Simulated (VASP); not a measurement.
Set up this calculation in VASP 6.6.1, as the native input.

- Task: single point
- Functional: PBE
- Potentials or basis: VASP PAW PBE potentials, release 64 (Al)
- Cutoff: 500 eV
- k mesh: 10 × 10 × 10
- Occupations: fermi-dirac, width 0.05 eV
- Spin: no spin polarisation
- Dipole correction: no
- Further INCAR settings: ALGO = Normal; EDIFF = 1e-06; NBANDS = 8

The structure of Al lies in POSCAR:

```
Al
1.0
    0.0000000000      2.0206500000      2.0206500000
    2.0206500000      0.0000000000      2.0206500000
    2.0206500000      2.0206500000      0.0000000000
Al
1
Direct
    0.0000000000      0.0000000000      0.0000000000
```

These files were run (other wordings do the same):

INCAR

```
SYSTEM = Al
PREC = Accurate
ENCUT = 500
EDIFF = 1E-6
ISMEAR = -1
SIGMA = 0.05
LREAL = .FALSE.
LASPH = .TRUE.
NELM = 120
ALGO = Normal
ISIF = 2
LWAVE = .FALSE.
LCHARG = .FALSE.
GGA = PE
NBANDS = 8
GGA_COMPAT = .FALSE.
```

KPOINTS

```
regular mesh
0
G
  10 10 10
  0 0 0
```

Potentials or basis: VASP PAW PBE potentials, release 64 (Al).

Launch:

```sh
$ cat potpaw_PBE.64/Al/POTCAR > POTCAR
$ mpirun -np 1 vasp_std > vasp.out
```

It gave:

```
Pressure : -0.1 GPa
```

Run time: 8.3 s on 1 thread of Intel Xeon 8259CL (shared host), peak memory 0.13 GiB.
